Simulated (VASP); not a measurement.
Here is a VASP 6.6.1 calculation.

File INCAR:

```
SYSTEM = Al2Pd
ALGO     = Normal         ! electronic algorithm
EDIFF    = 1E-6           ! SCF threshold, eV
EDIFFG   = -0.01          ! ionic threshold
ENCUT    = 600            ! plane-wave cutoff, eV
GGA      = PS             ! functional
IBRION   = 2              ! ionic algorithm
ISIF     = 3              ! what is computed and relaxed
ISMEAR   = -1             ! smearing method
LASPH    = .True.         ! aspherical terms in the spheres
LCHARG   = .False.        ! write CHGCAR
LREAL    = .False.        ! projectors in reciprocal space
LWAVE    = .False.        ! write WAVECAR
NELM     = 100            ! most SCF steps
NSW      = 80             ! ionic steps
PREC     = Accurate       ! precision mode
SIGMA    = 0.1            ! smearing width, eV
```

Contents of KPOINTS:

```
k-points
0
Gamma
  8 8 8
  0 0 0
```

The input POSCAR:

```
Al2Pd
1.0
    0.0000000000      2.9495355700      2.9495355700
    2.9495355700      0.0000000000      2.9495355700
    2.9495355700      2.9495355700      0.0000000000
Al Pd
2 1
Direct
    0.2500000000      0.2500000000      0.2500000000
    0.7500000000      0.7500000000      0.7500000000
    0.0000000000      0.0000000000      0.0000000000
```

Potentials or basis: VASP PAW PBE potentials, release 64 (Al, Pd).

Launch:

```bash
$ cat potpaw_PBE.64/Al/POTCAR potpaw_PBE.64/Pd/POTCAR > POTCAR
$ mpirun -np 1 vasp_std > vasp.out
```

Problem. Estimate the relaxed volume.

Solution. 17.02 Å³/atom.

Problem. Estimate the relaxed cell.

Solution. a = 4.164 Å, b = 4.164 Å, c = 4.164 Å, α = 60.00°, β = 60.00°, γ = 60.00°.

Final structure:
```
Al Pd
1.0
     0.00000    2.94432    2.94432
     2.94432    0.00000    2.94432
     2.94432    2.94432    0.00000
Al Pd
2 1
Direct
  0.25000 0.25000 0.25000
  0.75000 0.75000 0.75000
  0.00000 0.00000 0.00000
```

Caveat: the PAW data sets were made with another functional, which shifts forces and pressure a little.
